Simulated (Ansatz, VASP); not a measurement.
## Li2MgSiTe4: VASP beside Ansatz

```xyz
8
Lattice="-3.2160 3.2160 5.9721 3.2160 -3.2160 5.9721 3.2160 3.2160 -5.9721" Properties=species:S:1:pos:R:3 pbc="T T T"
Li    0.0000    0.0000    0.0000
Li    0.0000    3.2160    2.9861
Mg    3.2160    0.0000    2.9861
Si    0.0000    0.0000    5.9721
Te    4.6607    1.7227   -1.4338
Te    1.7227    1.7712    1.4338
Te   -1.4448    1.4933    4.5384
Te    1.4933    1.4448    7.4059
```

Alike in both runs: task single point; functional r2SCAN; k mesh 6 × 6 × 6; no spin polarisation.

```csv
,VASP,Ansatz
version,VASP 6.6.1,Ansatz 0.2.0
potentials or method,"VASP PAW PBE potentials, release 64 (Li_sv, Mg, Si, Te)","plane waves, PAW"
plane-wave cutoff (eV),520,500
occupations,"gaussian, width 0.01 eV",fixed
valence electrons in the cell,36,84
```

Ansatz gave:

- gap on the k mesh at the Fermi level (eV): 2.14
- rms of the force components (eV/Å): 0.001

Q: Which values does VASP return?

A: gap on the k mesh at the Fermi level (eV): 2.14; rms of the force components (eV/Å): 0.006.

VASP's potentials were made for PBE, not for r2SCAN. Atom by atom the forces differ by 0.006 eV/Å (rms over components). VASP's potentials hold 36 valence electrons a cell and Ansatz's 84, so a difference there can come from the potentials and not from the codes.

Spin-orbit coupling is off throughout. Noted on VASP's run: the cutoff is short for stress, so the pressure is rough.
